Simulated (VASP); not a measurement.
NiO: single point with r2SCAN

NiO:

```
CELL_PARAMETERS angstrom
2.01053 2.01053 0.00000
-2.01053 2.01053 0.00000
0.00000 0.00000 4.28912
ATOMIC_POSITIONS crystal
Ni 0.00000 0.00000 0.00000
Ni 0.50000 0.50000 0.50000
O 0.50000 0.50000 0.00000
O 0.00000 0.00000 0.50000
```

This cell differs from its parent crystal: biaxial strain in the a-b plane: -4.0 %.

```
Program             : VASP 6.6.1
Task                : single point
Functional          : r2SCAN
Potentials or basis : VASP PAW PBE potentials, release 64 (Ni, O)
Cutoff              : 520 eV
k mesh              : 10 × 10 × 8
Occupations         : gaussian, width 0.02 eV
Spin                : collinear spin, ferromagnetic start
Starting moments    : [1.84, 1.84, 0.31, 0.31] μB
```

| Quantity | Value |
| --- | --- |
| Pressure | 16.3 GPa |
| Band gap on the k mesh | zero (filled and empty bands overlap) |
| Net moment | 4.00 μB per cell |
| Site moments | Ni +1.69; O +0.28 μB |
| Valence electrons inside the program's atomic spheres | Ni 9.04; O 5.08 |

Stress tensor (GPa, compression positive):
```
23.44  0.00  0.00
 0.00 23.44  0.00
 0.00  0.00  1.90
```

Levels at points of the mesh, in eV from the Fermi level:
Spin up:
| k point | band 14 | band 15 | band 16 | band 17 | band 18 | band 19 | band 20 | band 21 | band 22 | band 23 |
| --- | --- | --- | --- | --- | --- | --- | --- | --- | --- | --- |
| (0.00, 0.00, 0.00) | -3.51 | -3.51 | -3.34 | -2.61 | -2.61 | 2.13 | 6.86 | 10.96 | 13.22 | 18.54 |
| (0.50, 0.00, 0.00) | -2.23 | -2.00 | -2.00 | -0.11 | -0.11 | 7.93 | 7.93 | 11.01 | 11.01 | 12.06 |
| (0.50, 0.50, 0.00) | -3.34 | -2.67 | -2.67 | -2.47 | -2.47 | 6.75 | 6.75 | 11.89 | 11.89 | 12.30 |
| (0.00, 0.00, 0.50) | -2.57 | -2.52 | -2.52 | -2.52 | -2.52 | 5.73 | 5.73 | 13.08 | 13.08 | 14.51 |
| (0.50, 0.00, 0.50) | -2.20 | -0.55 | -0.55 | -0.01 | -0.01 | 6.02 | 6.02 | 11.06 | 11.06 | 14.15 |
| (0.50, 0.50, 0.50) | -2.99 | -2.47 | -2.47 | -2.32 | -2.32 | 8.97 | 8.97 | 11.70 | 11.70 | 11.70 |
Spin down:
| k point | band 12 | band 13 | band 14 | band 15 | band 16 | band 17 |
| --- | --- | --- | --- | --- | --- | --- |
| (0.00, 0.00, 0.00) | -2.60 | -1.64 | -1.64 | -0.02 | 0.33 | 0.72 |
| (0.50, 0.00, 0.00) | -1.44 | -1.06 | -1.06 | 0.93 | 0.93 | 3.56 |
| (0.50, 0.50, 0.00) | -1.71 | -1.50 | -1.50 | 0.69 | 0.69 | 1.51 |
| (0.00, 0.00, 0.50) | -1.60 | -1.60 | -1.60 | 0.52 | 0.52 | 1.51 |
| (0.50, 0.00, 0.50) | -1.53 | -1.24 | -1.24 | 2.87 | 2.87 | 3.58 |
| (0.50, 0.50, 0.50) | -2.10 | -1.50 | -1.50 | 1.44 | 1.44 | 1.76 |

Wall time 4.5 min on 1 thread of Intel(R) Xeon(R) 6975P-C (Granite Rapids), on a shared host, peak memory 0.27 GiB.

Caveat: the cell differs from its parent crystal (biaxial strain in the a-b plane: -4.0 %); the cell stands under pressure; the PAW data sets were made with another functional, which shifts forces and pressure a little; semilocal functionals often make such compounds metallic where correlation or magnetic order opens a gap, which also shifts bond lengths.
